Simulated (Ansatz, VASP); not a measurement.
**HgPt in VASP and in Ansatz**

Contents of INCAR:

```
PREC = Accurate ; ENCUT = 520
EDIFF = 1E-8 ; ISMEAR = -1
SIGMA = 0.03 ; LREAL = F
LASPH = T ; NELM = 80
ALGO = Normal ; ISIF = 2
LWAVE = F ; LCHARG = F
GGA = CA ; LEFG = T
NBANDS = 18
```

KPOINTS

```
Automatic mesh
0
Gamma
  12 12 10
```

The input POSCAR:

```
HgPt
1.0
    3.0100965888      0.0000000000      0.0000000000
    0.0000000000      3.0100965888      0.0000000000
    0.0000000000      0.0000000000      3.8753347196
Hg Pt
1 1
Direct
    0.0000000000      0.0000000000      0.0000000000
    0.5000000000      0.5000000000      0.5000000000
```

Input for Ansatz:

```yaml
crystal:
  lattice:
    - [3.0100965888, 0.0, 0.0]
    - [0.0, 3.0100965888, 0.0]
    - [0.0, 0.0, 3.8753347196]
  atoms:
    - { symbol: Hg, position: [0.0, 0.0, 0.0] }
    - { symbol: Pt, position: [0.5, 0.5, 0.5] }
kpoints:
  mp_grid: { grid: [12, 12, 10] }
scf:
  occupations: { method: fermi_dirac, width: 0.03 }
hamiltonian:
  xc: lda
  pseudopotentials: { kind: all_electron, datasets: crystal }
output:
  forces: true
  stress: true
  eigenvalues: true
  efg: { contact_densities: true }
```

Change from the starting cell: volume scaled by 1.04, crystal datasets.

Alike in both runs: task electric field gradients; functional LDA; k mesh 12 × 12 × 10; occupations fermi-dirac, width 0.03 eV; no spin polarisation.

|  | VASP | Ansatz |
| --- | --- | --- |
| version | VASP 6.6.1 | Ansatz 0.2.0 |
| potentials or method | VASP PAW LDA potentials, release 64 (Hg, Pt), cutoff 520 eV | all-electron PAW with datasets made for the crystal, scalar-relativistic |

```tsv
	VASP	Ansatz	Ansatz less VASP
pressure (GPa)	-6.5	-8.2	-1.68
traceless stress, the component that is largest in VASP (GPa)	0.36	0.29	-0.066
size of Vzz on the site where it differs most (V/Å²)	99.1	106.3	+7.19
```

LDA's correlation is that of Perdew and Zunger in VASP and of Perdew and Wang (1992) in Ansatz. Ansatz ran all-electron here, and VASP with PAW potentials.

Spin-orbit coupling is off throughout.
